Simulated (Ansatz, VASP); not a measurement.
**CdP2C in VASP and in Ansatz**

Contents of INCAR:

```
PREC = Accurate ; ENCUT = 700
EDIFF = 1E-6 ; ISMEAR = -1
SIGMA = 0.02 ; LREAL = False
LASPH = True ; NELM = 120
ALGO = Normal ; ISIF = 2
LWAVE = False ; LCHARG = False
GGA = PE ; NBANDS = 25
GGA_COMPAT = False
```

KPOINTS

```
regular mesh
0
Gamma
  6 6 4
```

The input POSCAR:

```
CdP2C
1.0
    3.2487984889      0.0000000000      0.0000000000
    0.0000000000      3.2487984889      0.0000000000
    0.0000000000      0.0000000000      6.0617779440
Cd P C
1 2 1
Direct
    0.0000000000      0.0000000000      0.0000000000
    0.0000000000      0.5000000000      0.3295789830
    0.5000000000      0.0000000000      0.6704210170
    0.5000000000      0.5000000000      0.5000000000
```

Input for Ansatz:

```yaml
crystal:
  lattice:
    - [3.2487984889, 0.0, 0.0]
    - [0.0, 3.2487984889, 0.0]
    - [0.0, 0.0, 6.061777944]
  atoms:
    - { symbol: Cd, position: [0.0, 0.0, 0.0] }
    - { symbol: P, position: [0.0, 0.5, 0.329578983] }
    - { symbol: C, position: [0.5, 0.5, 0.5] }
    - { symbol: P, position: [0.5, 0.0, 0.670421017] }
kpoints:
  mp_grid: { grid: [6, 6, 4] }
hamiltonian:
  xc: pbe
scf:
  occupations: { method: fermi_dirac, width: 0.02 }
  n_extra_bands: 5
output:
  forces: true
  stress: true
  eigenvalues: true
```

Alike in both runs: task single point; functional PBE; k mesh 6 × 6 × 4; occupations fermi-dirac, width 0.02 eV; no spin polarisation.

```csv
,VASP,Ansatz
version,VASP 6.6.1,Ansatz 0.2.0
potentials or method,"VASP PAW PBE potentials, release 64 (Cd_sv_GW, P, C)","plane waves, PAW"
plane-wave cutoff (eV),700,420
valence electrons in the cell,34,34
```

Ansatz gave:

| Property | Result |
| --- | --- |
| pressure (GPa) | 3.1 |
| rms of the force components (eV/Å) | 0.039 |

Task: Estimate VASP's values.

Result: Pressure (GPa): 2.9; rms of the force components (eV/Å): 0.028.

With one functional, cell and mesh, what is left measures potentials, basis and numerics.
